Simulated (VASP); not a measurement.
A run of VASP 6.6.1:

The input INCAR:

```
  PREC = Accurate
  ENCUT = 500
  EDIFF = 1E-6
  ISMEAR = -1
  SIGMA = 0.1
  LREAL = False
  LASPH = True
  NELM = 200
  ALGO = Normal
  ISIF = 2
  LWAVE = False
  LCHARG = False
  ISPIN = 2
  MAGMOM = 0
  LORBIT = 11
  GGA = PS
  IVDW = 12
  NBANDS = 17
  GGA_COMPAT = False
```

KPOINTS

```
regular mesh
0
Gamma
  21 21 21
```

POSCAR

```
Sn
1.0
    2.2348668008      0.0000000000      0.0000000000
    0.0000000000      2.2348668008      0.0000000000
    0.0000000000      0.0000000000      2.2348668008
Sn
1
Direct
    0.0000000000      0.0000000000      0.0000000000
```

Potentials or basis: VASP PAW PBE potentials, release 64 (Sn_d).

Command:

```console
$ cat potpaw_PBE.64/Sn_d/POTCAR > POTCAR
$ mpirun -np 1 vasp_std > vasp.out
```

Hardware: 1 thread of Intel(R) Xeon(R) 6975P-C (Granite Rapids), with other jobs on the host.

**Question.** How long does it take, and how much memory?

**Answer.** Run time: 22 s on 1 thread of Intel(R) Xeon(R) 6975P-C (Granite Rapids) (shared host), peak memory 0.18 GiB. Counts: scf iterations 12, k points 286.
